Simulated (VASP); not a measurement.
Input of a VASP 6.6.1 run:

File INCAR:

```
PREC     = Accurate       # precision mode
ENCUT    = 520            # plane-wave cutoff, eV
EDIFF    = 1E-6           # SCF threshold, eV
ISMEAR   = 0              # smearing method
SIGMA    = 0.05           # smearing width, eV
LREAL    = False          # projectors in reciprocal space
LASPH    = True           # aspherical terms in the spheres
NELM     = 80             # most SCF steps
ALGO     = Normal         # electronic algorithm
ISIF     = 2              # what is computed and relaxed
LWAVE    = False          # write WAVECAR
LCHARG   = True           # write CHGCAR
GGA      = PE             # functional
LELF     = True           # ELF
LVHAR    = True         
NBANDS   = 11             # bands
```

Contents of KPOINTS:

```
Automatic mesh
0
Gamma
  12 12 12
```

Contents of POSCAR:

```
BN
1.0
    0.0000000000      1.8130010000      1.8130010000
    1.8130010000      0.0000000000      1.8130010000
    1.8130010000      1.8130010000      0.0000000000
B N
1 1
Direct
    0.0000000000      0.0000000000      0.0000000000
    0.7500000000      0.7500000000      0.8718812726
```

Potentials or basis: VASP PAW PBE potentials, release 64 (B, N).

The run is started by

```bash
$ cat potpaw_PBE.64/B/POTCAR potpaw_PBE.64/N/POTCAR > POTCAR
$ mpirun -np 1 vasp_std > vasp.out
```

Problem. Estimate the largest force.

Solution. 8.587 eV/Å.

Problem. What does it give for the band gap on the k mesh?

Solution. 1.82 eV, indirect (least direct gap 6.27 eV).

Problem. What does it give for the pressure?

Solution. 28.6 GPa.

Forces in eV/Å, atoms in the order of the input:
```
B    5.132  5.132  4.589
N   -5.132 -5.132 -4.589
```

Caveat: the cell differs from its parent crystal (all N atoms moved +0.312 Å, as atom 2 along Cartesian [1 1 0]); forces of over 1 eV/Å act on the atoms, so gaps and moduli don't describe the material at rest. A k mesh can miss the band edges.
